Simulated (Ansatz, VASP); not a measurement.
Two plane-wave programs on Al6N

File INCAR:

```
SYSTEM = Al6N
ALGO = Normal ; EDIFF = 1E-6
ENCUT = 520 ; GGA = PE
ISIF = 2 ; ISMEAR = 0
ISPIN = 2 ; LASPH = .True.
LCHARG = .False. ; LORBIT = 11
LREAL = .False. ; LWAVE = .False.
MAGMOM = 0 0 0 0 0 0 1 ; NBANDS = 24
NELM = 150 ; PREC = Accurate
SIGMA = 0.1
```

KPOINTS

```
k-points
0
Gamma
  4 4 4
  0 0 0
```

File POSCAR:

```
Al6N
1.0
    2.6196343999     -4.3860293337      0.0000000000
    2.6196343999      4.3860293337      0.0000000000
   -1.5818611999      0.0000000000      4.7221256390
Al N
6 1
Direct
    0.7297890238      0.7297890238      0.3410040851
    0.3923172676      0.0443122168      0.3484588742
    0.0443122168      0.3923172676      0.3484588742
    0.5606193872      0.8966600639      0.8392291326
    0.8966600639      0.5606193872      0.8392291326
    0.2050227301      0.2050227301      0.8155544465
    0.3489847406      0.3489847406      0.2125457448
```

Input for Ansatz:

```yaml
crystal:
  lattice:
    - [2.6196343999, -4.3860293337, 0.0]
    - [2.6196343999, 4.3860293337, 0.0]
    - [-1.5818611999, 0.0, 4.722125639]
  atoms:
    - { symbol: Al, position: [0.7297890238, 0.7297890238, 0.3410040851] }
    - { symbol: Al, position: [0.3923172676, 0.0443122168, 0.3484588742] }
    - { symbol: Al, position: [0.0443122168, 0.3923172676, 0.3484588742] }
    - { symbol: Al, position: [0.5606193872, 0.8966600639, 0.8392291326] }
    - { symbol: Al, position: [0.8966600639, 0.5606193872, 0.8392291326] }
    - { symbol: Al, position: [0.2050227301, 0.2050227301, 0.8155544465] }
    - { symbol: "N", position: [0.3489847406, 0.3489847406, 0.2125457448], spin: 1.0 }
basis:
  ecutwfc: 420
kpoints:
  mp_grid: { grid: [4, 4, 4] }
hamiltonian:
  xc: pbe
scf:
  occupations: { method: gaussian, width: 0.1 }
  lower_state_search: "off"
output:
  forces: true
  stress: true
  eigenvalues: true
  populations: true
magnetization:
  spin_polarized: true
```

Alike in both runs: task single point; functional PBE; k mesh 4 × 4 × 4; occupations gaussian, width 0.1 eV; collinear spin.

|  | VASP | Ansatz |
| --- | --- | --- |
| version | VASP 6.6.1 | Ansatz 0.2.0 |
| potentials or method | VASP PAW PBE potentials, release 64 (Al, N), cutoff 520 eV | scalar-relativistic, plane waves, PAW |
| valence electrons in the cell | 23 | 23 |

Ansatz gave:

| Quantity | Value |
| --- | --- |
| gap on the k mesh at the Fermi level (eV) | none |
| pressure (GPa) | 0.1 |
| traceless stress, the component that is largest in VASP (GPa) | 1.38 |
| rms of the force components (eV/Å) | 0.035 |
| net moment per atom (μB) | 0.00 |

What did VASP give for the same quantities?

gap on the k mesh at the Fermi level (eV): none; pressure (GPa): 0.0; traceless stress, the component that is largest in VASP (GPa): 1.39; rms of the force components (eV/Å): 0.035; net moment per atom (μB): 0.00.

Atom by atom the forces differ by 0.001 eV/Å (rms over components). A gap of «none» marks a metal or a gap that the smearing closes. Ansatz's warnings: seeded moment not kept.

The k mesh is coarse, so the values compare programs but aren't converged.
